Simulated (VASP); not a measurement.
Wanted: the native input for a VASP 6.6.1 run.

```yaml
Task: relaxation of cell and atoms
Functional: PBE
Potentials_or_basis: VASP PAW PBE potentials, release 64 (Lu, Sb)
Cutoff: 600 eV
k_mesh: 6 × 6 × 8
Occupations: gaussian, width 0.1 eV
Spin: no spin polarisation
Dipole_correction: no
Further_INCAR_settings: ALGO = Normal; EDIFF = 1e-06; IBRION = 2; EDIFFG = -0.01; NSW = 100; ISIF = 3
```

The structure of LuSb5 lies in POSCAR:

```
LuSb5
1.0
    6.0361578273      0.0000000000      0.0000000000
   -3.0180789137      5.2274660197      0.0000000000
    0.0000000000      0.0000000000      5.7622668168
Lu Sb
1 5
Direct
    0.0000000000      0.0000000000      0.5000000000
    0.5000000000      0.0000000000      0.0000000000
    0.0000000000      0.5000000000      0.0000000000
    0.5000000000      0.5000000000      0.0000000000
    0.3333333333      0.6666666667      0.5000000000
    0.6666666667      0.3333333333      0.5000000000
```

The cell was generated, and may not be a known phase.

These files were run (other wordings do the same):

INCAR

```
PREC     = Accurate       # precision mode
ENCUT    = 600            # plane-wave cutoff, eV
EDIFF    = 1E-6           # SCF threshold, eV
ISMEAR   = 0              # smearing method
SIGMA    = 0.1            # smearing width, eV
LREAL    = F              # projectors in reciprocal space
LASPH    = T              # aspherical terms in the spheres
NELM     = 100            # most SCF steps
ALGO     = Normal         # electronic algorithm
ISIF     = 3              # what is computed and relaxed
LWAVE    = F              # write WAVECAR
LCHARG   = F              # write CHGCAR
GGA      = PE             # functional
IBRION   = 2              # ionic algorithm
NSW      = 100            # ionic steps
EDIFFG   = -0.01          # ionic threshold
```

KPOINTS

```
Automatic mesh
0
Gamma
  6 6 8
```

Potentials or basis: VASP PAW PBE potentials, release 64 (Lu, Sb).

Launch:

```console
$ cat potpaw_PBE.64/Lu/POTCAR potpaw_PBE.64/Sb/POTCAR > POTCAR
$ mpirun -np 1 vasp_std > vasp.out
```

Results of the run:

```yaml
Relaxed_volume: 30.12 Å³/atom
Relaxed_cell: a = 6.042 Å, b = 6.042 Å, c = 5.717 Å, α = 90.00°, β = 90.00°, γ = 120.00°
Space_group_after_relaxing_to_0.1_Å: P6/mmm (No. 191)
Energy_gained_by_relaxing: 0.6 meV/atom
Ionic_steps: 4
Pressure_after_relaxing: 0.0 GPa
Band_gap_on_the_k_mesh: zero (bands 25 and 26 overlap by 1.10 eV)
```

Caveat: spin-orbit coupling is left out, which moves the levels of the heavy elements.

Wall time 13 min on 1 thread of Intel(R) Xeon(R) Platinum 8259CL CPU @ 2.50GHz (Skylake/Cascade Lake), on a shared host, peak memory 0.48 GiB.
